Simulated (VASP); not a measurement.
Here is a VASP 6.6.1 calculation.

The input INCAR:

```
  PREC = Accurate
  ENCUT = 600
  EDIFF = 1E-6
  ISMEAR = 0
  SIGMA = 0.1
  LREAL = F
  LASPH = T
  NELM = 60
  ALGO = Normal
  ISIF = 3
  LWAVE = F
  LCHARG = F
  GGA = PE
  IBRION = 2
  NSW = 90
  EDIFFG = -0.04
```

KPOINTS

```
regular mesh
0
Gamma
  6 6 2
```

The input POSCAR:

```
TiSn2Te3
1.0
    4.7500375900      0.0000000000      0.0000000000
   -2.3750188000      4.1136532200      0.0000000000
    0.0000000000      0.0000000000     10.2058737300
Ti Sn Te
1 2 3
Direct
    0.0000000000      0.0000000000      0.0000000000
    0.3333333300      0.6666666700      0.0000000000
    0.6666666700      0.3333333300      0.0000000000
    0.3333333300      0.6666666700      0.5000000000
    0.6666666700      0.3333333300      0.5000000000
    0.0000000000      0.0000000000      0.5000000000
```

Potentials or basis: VASP PAW PBE potentials, release 64 (Ti_sv, Sn_d, Te).

Run with:

```bash
$ cat potpaw_PBE.64/Ti_sv/POTCAR potpaw_PBE.64/Sn_d/POTCAR potpaw_PBE.64/Te/POTCAR > POTCAR
$ mpirun -np 1 vasp_std > vasp.out
```

Estimate the relaxed volume.

27.65 Å³/atom.

What does it give for the band gap on the k mesh?

Zero (bands 29 and 30 overlap by 0.65 eV).

Final structure:
```yaml
crystal:
  lattice:
    - [5.47544, 0.00000, 0.00000]
    - [-2.73772, 4.74187, 0.00000]
    - [0.00000, 0.00000, 6.39057]
  atoms:
    - { symbol: Ti, position: [0.00000, 0.00000, 0.00000] }
    - { symbol: Sn, position: [0.33333, 0.66667, 0.00000] }
    - { symbol: Sn, position: [0.66667, 0.33333, 0.00000] }
    - { symbol: Te, position: [0.33333, 0.66667, 0.50000] }
    - { symbol: Te, position: [0.66667, 0.33333, 0.50000] }
    - { symbol: Te, position: [0.00000, 0.00000, 0.50000] }
```

Caveat: the volume moved by over 15 % at a fixed basis, so the end points are rough; spin-orbit coupling is left out, which moves the levels of the heavy elements.
